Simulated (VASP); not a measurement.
# Sc2BP3 (P4/mmm) in VASP: further runs

Sc2BP3 is run at these levels: PBE; tasks: single point, relaxation of cell and atoms.

Program: VASP 6.6.1. These are calculated values, not measurements. Logs are shortened: lines on timing, memory, paths and dates and some standing lists are left out, and cuts for length are marked.

## (1) The cell of the first run

It takes space group P4/mmm (No. 123, tetragonal). The conventional cell has a = 3.305 Å, b = 3.305 Å, c = 8.257 Å, α = 90.00°, β = 90.00°, γ = 90.00°. Sc (site symmetry 4mm) has 1 B at 2.52 Å and 8 P at 2.74 to 2.84 Å and 5 Sc at 3.22 to 3.30 Å within 3.4 Å. B (site symmetry 4/mmm) has 2 Sc at 2.52 Å and 8 P at 2.57 Å and 4 B at 3.30 Å within 3.4 Å. P (site symmetry 4mm) has 1 P at 2.16 Å and 4 B at 2.57 Å and 4 Sc at 2.74 Å within 2.9 Å. Within 3.7 Å of P (site symmetry 4/mmm) lie 8 Sc at 2.84 Å and 6 P at 3.05 to 3.30 Å.

The cell was generated, and may not be a known phase.

## (2) Single point, PBE

INCAR reads:

```
SYSTEM = Sc2BP3
ALGO     = Normal         ! electronic algorithm
EDIFF    = 1E-7           ! SCF threshold, eV
ENCUT    = 520            ! plane-wave cutoff, eV
GGA      = PE             ! functional
ISIF     = 2              ! what is computed and relaxed
ISMEAR   = 0              ! smearing method
LASPH    = .True.         ! aspherical terms in the spheres
LCHARG   = .False.        ! write CHGCAR
LREAL    = .False.        ! projectors in reciprocal space
LWAVE    = .False.        ! write WAVECAR
NBANDS   = 29             ! bands
NELM     = 80             ! most SCF steps
PREC     = Accurate       ! precision mode
SIGMA    = 0.1            ! smearing width, eV
```

KPOINTS reads:

```
k-points
0
Gamma
  6 6 2
  0 0 0
```

POSCAR reads:

```
Sc2BP3
1.0
    3.3046790720      0.0000000000      0.0000000000
    0.0000000000      3.3046790720      0.0000000000
    0.0000000000      0.0000000000      8.2565049642
Sc B P
2 1 3
Direct
    0.5000000000      0.5000000000      0.3051308495
    0.5000000000      0.5000000000      0.6948691505
    0.5000000000      0.5000000000      0.0000000000
    0.0000000000      0.0000000000      0.8692425961
    0.0000000000      0.0000000000      0.1307574039
    0.0000000000      0.0000000000      0.5000000000
```

Potentials or basis: VASP PAW PBE potentials, release 64 (Sc_sv, B, P).

The run is started by

```bash
cat potpaw_PBE.64/Sc_sv/POTCAR potpaw_PBE.64/B/POTCAR potpaw_PBE.64/P/POTCAR > POTCAR
mpirun -np 1 vasp_std > vasp.out
```

OUTCAR:

```text
SYSTEM = Sc2BP3
   EDIFF = 1E-7
   ENCUT = 520
   GGA = PE
   ISIF = 2
   ISMEAR = 0
   LASPH = .True.
   LREAL = .False.
   NELM = 80
   PREC = Accurate

 ion  position               nearest neighbor table
   1  0.500  0.500  0.305-   3 2.52   5 2.74   5 2.74   5 2.74   5 2.74   6 2.84   6 2.84   6 2.84
                             6 2.84   2 3.22
   2  0.500  0.500  0.695-   3 2.52   4 2.74   4 2.74   4 2.74   4 2.74   6 2.84   6 2.84   6 2.84
                             6 2.84   1 3.22
   3  0.500  0.500  0.000-   1 2.52   2 2.52
   4  0.000  0.000  0.869-   5 2.16   2 2.74   2 2.74   2 2.74   2 2.74
   5  0.000  0.000  0.131-   4 2.16   1 2.74   1 2.74   1 2.74   1 2.74
   6  0.000  0.000  0.500-   1 2.84   2 2.84   1 2.84   2 2.84   1 2.84   2 2.84   1 2.84   2 2.84

  LATTYP: Found a simple tetragonal cell.
 ALAT       =     3.3046790720
 C/A-ratio  =     2.4984286777

  Lattice vectors:

 A1 = (   3.3046790720,   0.0000000000,   0.0000000000)
 A2 = (   0.0000000000,   3.3046790720,   0.0000000000)
 A3 = (   0.0000000000,   0.0000000000,   8.2565049642)

Analysis of symmetry for initial positions (statically):
=====================================================================
 Subroutine PRICEL returns:
 Original cell was already a primitive cell.

 Routine SETGRP: Setting up the symmetry group for a
 simple tetragonal supercell.

 Subroutine GETGRP returns: Found 16 space group operations
 (whereof 16 operations were pure point group operations)
 out of a pool of 16 trial point group operations.

The static configuration has the point symmetry D_4h.

Analysis of symmetry for dynamics (positions and initial velocities):
=====================================================================
 Subroutine PRICEL returns:
 Original cell was already a primitive cell.

 Routine SETGRP: Setting up the symmetry group for a
 simple tetragonal supercell.

 Subroutine GETGRP returns: Found 16 space group operations
 (whereof 16 operations were pure point group operations)
 out of a pool of 16 trial point group operations.

The dynamic configuration has the point symmetry D_4h.

 Subroutine INISYM returns: Found 16 space group operations
 (whereof 16 operations are pure point group operations),
 and found     1 'primitive' translations

----------------------------------------------------------------------------------------

                                     Primitive cell
[... 96 lines left out ...]
   EDIFFG = 0.1E-05   stopping-criterion for IOM
   NSW    =      0    number of steps for IOM
   IBRION =     -1    ionic relax: 0-MD 1-quasi-New 2-CG
   NFREE  =      0    steps in history (QN), initial steepest desc. (CG)
   ISIF   =      2    stress and relaxation
   ISYM   =      2    0-nonsym 1-usesym 2-fastsym
   POTIM  = 0.5000    time-step for ionic-motion
   TEBEG  =    0.0;   TEEND  =   0.0 temperature during run
   PSTRESS=    0.0 pullay stress
   NELECT =      40.0000    total number of electrons
   NUPDOWN=      -1.0000    fix difference up-down
   EMIN   =  10.00;   EMAX   =-10.00  energy-range for DOS
   EFERMI =   0.00;   METHOD = LEGACY
   ISMEAR =     0;   SIGMA  =   0.10  broadening in eV -4-tet -1-fermi 0-gaus
   EFERMI_NEDOS =   21; number of points for ismear=-14 and -15
   IALGO  =     38    algorithm
   IMIX   =      4    mixing-type and parameters
     AMIX     =   0.40;   BMIX     =  1.00
     AMIX_MAG =   1.60;   BMIX_MAG =  1.00
  volume/ion in A,a.u.               =      15.03       101.41
  Fermi-wavevector in a.u.,A,eV,Ry     =   1.248561  2.359439 21.210196  1.558905
  Thomas-Fermi vector in A             =   2.382642
   LORBIT       =      0    0 simple, 1 ext, 2 COOP (PROOUT), +10 PAW based schemes
   GGA     = PE    functional components
   LHFCALC =     F    Hartree Fock is set to
   AEXX    =    0.0000 exact exchange contribution
   IVDW    =     0    specifies the selected vdW correction
   LEPSILON=     F    determine dielectric tensor
   LRPA    =     F    only Hartree local field effects (RPA)
 non-spin polarized calculation
 Gauss-broadening in eV      SIGMA  =   0.10
  energy-cutoff  :      520.00
  volume of cell :       90.17
 maximum number of plane-waves:      2472
 NGX is ok and might be reduce to    28
   NGX = 13   NGY = 13   NGZ = 31

 number of electron      39.9999997 magnetization

 Free energy of the ion-electron system (eV)
  ---------------------------------------------------
  ext. energy  EPLUGINS =         0.00000000
  ---------------------------------------------------
  free energy    TOTEN  =       -37.00342018 eV

  energy without entropy =      -36.97971530  energy(sigma->0) =      -36.99156774

 E-fermi :   7.3158     XC(G=0): -11.2046

 val. band max:        7.3114776158   @ k =   0.5000   0.1667   0.5000
 cond. band min:       7.3181515631   @ k =   0.5000   0.1667   0.0000
 fundamental gap:      0.0066739473
 Fermi energy:         7.3157946185

 k-point     1 :       0.0000    0.0000    0.0000
  band No.  band energies     occupation
      1     -41.8198      2.00000
      2     -41.8070      2.00000
      3     -20.5382      2.00000
      4     -20.4187      2.00000
      5     -20.4187      2.00000
      6     -20.4052      2.00000
[... 629 lines left out ...]
     28      11.4424      0.00000
     29      11.5039      0.00000

------------------------ aborting loop because EDIFF is reached ----------------------------------------

  FORCE on cell =-STRESS in cart. coord.  units (eV):
  Direction    XX          YY          ZZ          XY          YZ          ZX
  --------------------------------------------------------------------------------------
  -------------------------------------------------------------------------------------
  Total        0.1577227      0.1577227      0.1863381      0.0000000      0.0000000      0.0000000
  in kB        2.8025273      2.8025273      3.3109874      0.0000000      0.0000000      0.0000000
  external PRESSURE =       2.9720140 kB  Pullay stress =       0.0000000 kB

 VOLUME and BASIS-vectors are now :
 -----------------------------------------------------------------------------
  energy-cutoff  :      520.00
  volume of cell :       90.17
      direct lattice vectors                 reciprocal lattice vectors
     3.304679072  0.000000000  0.000000000     0.302601245  0.000000000  0.000000000
     0.000000000  3.304679072  0.000000000     0.000000000  0.302601245  0.000000000
     0.000000000  0.000000000  8.256504964     0.000000000  0.000000000  0.121116623

 POSITION                                       TOTAL-FORCE (eV/Angst)
 -----------------------------------------------------------------------------------
      1.65234      1.65234      2.51931        -0.000000      0.000000     -0.005885
      1.65234      1.65234      5.73719         0.000000      0.000000      0.005885
      1.65234      1.65234      0.00000        -0.000000     -0.000000      0.000000
      0.00000      0.00000      7.17691        -0.000000     -0.000000      0.104725
      0.00000      0.00000      1.07960        -0.000000     -0.000000     -0.104725
      0.00000      0.00000      4.12825        -0.000000     -0.000000      0.000000
 -----------------------------------------------------------------------------------
    total drift:                                0.000000      0.000000      0.000000

  FREE ENERGIE OF THE ION-ELECTRON SYSTEM (eV)
  ---------------------------------------------------
  free  energy   TOTEN  =       -37.0034201827 eV

  energy  without entropy=      -36.9797153020  energy(sigma->0) =      -36.99156774
```

OSZICAR:

```text
N       E                     dE             d eps       ncg     rms          rms(c)
DAV:   1     0.485570504135E+03    0.48557E+03   -0.18114E+04  1160   0.138E+03
DAV:   2     0.890866699449E+01   -0.47666E+03   -0.46863E+03  1304   0.485E+02
DAV:   3    -0.381601885659E+02   -0.47069E+02   -0.45458E+02  1933   0.148E+02
DAV:   4    -0.401092227201E+02   -0.19490E+01   -0.19339E+01  1936   0.293E+01
DAV:   5    -0.401308235193E+02   -0.21601E-01   -0.21558E-01  1904   0.369E+00    0.142E+01
DAV:   6    -0.371493470328E+02    0.29815E+01   -0.14601E+01  1840   0.281E+01    0.616E+00
DAV:   7    -0.370520839469E+02    0.97263E-01   -0.10905E+00  1984   0.668E+00    0.387E+00
DAV:   8    -0.370126585609E+02    0.39425E-01   -0.30860E-01  1856   0.397E+00    0.787E-01
DAV:   9    -0.370038019970E+02    0.88566E-02   -0.47318E-02  2000   0.149E+00    0.250E-01
DAV:  10    -0.370033801370E+02    0.42186E-03   -0.42644E-03  1816   0.456E-01    0.154E-01
DAV:  11    -0.370034019246E+02   -0.21788E-04   -0.59913E-04  1792   0.149E-01    0.717E-02
DAV:  12    -0.370034198216E+02   -0.17897E-04   -0.14014E-04  1720   0.705E-02    0.249E-02
DAV:  13    -0.370034208643E+02   -0.10427E-05   -0.16876E-05  1928   0.302E-02    0.113E-02
DAV:  14    -0.370034206948E+02    0.16953E-06   -0.92653E-06  1984   0.229E-02    0.370E-03
DAV:  15    -0.370034201609E+02    0.53391E-06   -0.23968E-06  1880   0.112E-02    0.148E-03
DAV:  16    -0.370034201827E+02   -0.21885E-07   -0.11796E-07   960   0.342E-03
   1 F= -.37003420E+02 E0= -.36991568E+02  d E =-.237049E-01
```

stdout:

```text
POSCAR found type information on POSCAR ScB P
 POSCAR found :  3 types and       6 ions
 scaLAPACK will be used
 LDA part: xc-table for (Slater+PW92), standard interpolation
 POSCAR, INCAR and KPOINTS ok, starting setup
 FFT: planning ... GRIDC
 FFT: planning ... GRID_SOFT
 FFT: planning ... GRID
 WAVECAR not read
 entering main loop
```

Wall time 2.1 min (1 thread of AMD EPYC 9755, shared host); peak memory 0.2 GiB.

What came out:

| Property | Result |
| --- | --- |
| Free energy | -37.0034 eV |
| Pressure | 0.3 GPa |
| Largest force | 0.105 eV/Å |
| Band gap on the k mesh | zero (bands 20 and 21 overlap by 1.53 eV) |

Forces on the atoms (eV/Å):
```
Sc   0.000  0.000 -0.006
Sc   0.000  0.000  0.006
B    0.000  0.000  0.000
P    0.000  0.000  0.105
P    0.000  0.000 -0.105
P    0.000  0.000  0.000
```

Caveat: the k points lie up to 0.38 Å⁻¹ apart, too coarse for converged energies and pressures of a metal.

## (3) Single point, PBE

This run uses another cell than the first one, of 16.67 Å³/atom.

INCAR reads:

```
PREC = Accurate ; ENCUT = 520
EDIFF = 1E-6 ; ISMEAR = 0
SIGMA = 0.1 ; LREAL = False
LASPH = True ; NELM = 100
ALGO = Normal ; ISIF = 2
LWAVE = False ; LCHARG = True
GGA = PE ; LELF = True
LVHAR = True ; NBANDS = 29
```

KPOINTS reads:

```
Automatic mesh
0
Gamma
  6 6 2
```

POSCAR reads:

```
Sc2BP3
1.0
    3.2083932800      0.0000000000      0.0000000000
    0.0000000000      3.2083932800      0.0000000000
    0.0000000000      0.0000000000      9.7138447500
Sc B P
2 1 3
Direct
    0.5000000000      0.5000000000      0.3248246900
    0.5000000000      0.5000000000      0.6751753100
    0.5000000000      0.5000000000      0.0000000000
    0.0000000000      0.0000000000      0.8390681100
    0.0000000000      0.0000000000      0.1609318900
    0.0000000000      0.0000000000      0.5000000000
```

Potentials or basis: VASP PAW PBE potentials, release 64 (Sc_sv, B, P).

The run is started by

```bash
cat potpaw_PBE.64/Sc_sv/POTCAR potpaw_PBE.64/B/POTCAR potpaw_PBE.64/P/POTCAR > POTCAR
mpirun -np 1 vasp_std > vasp.out
```

Run time: 1.8 min. Hardware: 1 thread of AMD EPYC 9755, shared host; peak memory 0.18 GiB.

Results (log left out):

```yaml
Free_energy: -34.8884 eV
Pressure: -4.3 GPa
Largest_force: 0.562 eV/Å
Band_gap_on_the_k_mesh: zero (bands 20 and 21 overlap by 1.09 eV)
```

Forces in eV/Å, atoms in the order of the input:
```
Sc   0.000  0.000 -0.536
Sc   0.000  0.000  0.536
B    0.000  0.000  0.000
P    0.000  0.000  0.562
P    0.000  0.000 -0.562
P    0.000  0.000  0.000
```

Stress tensor (GPa, compression positive):
```
 -0.58   0.00   0.00
  0.00  -0.58   0.00
  0.00   0.00 -11.81
```

Levels at points of the mesh, in eV from the Fermi level:
```csv
k point,band 18,band 19,band 20,band 21,band 22,band 23
"(0.00, 0.00, 0.00)",-0.33,-0.05,0.10,0.10,0.49,0.49
"(0.50, 0.00, 0.00)",-0.45,-0.30,0.03,0.51,1.14,1.89
"(0.50, 0.50, 0.00)",-3.40,-2.91,-2.21,-0.57,0.36,0.51
"(0.00, 0.00, 0.50)",-0.34,-0.34,-0.06,0.91,0.91,1.00
"(0.50, 0.00, 0.50)",-0.55,-0.25,0.09,0.38,1.29,2.06
"(0.50, 0.50, 0.50)",-3.30,-3.30,-0.91,-0.28,0.31,0.38
```

Caveat: the stress differs along the axes, from -12 to -1 GPa.

[end of part 1 of 2]

The gap in the log of VASP goes by the Fermi energy; the results here count the filled bands.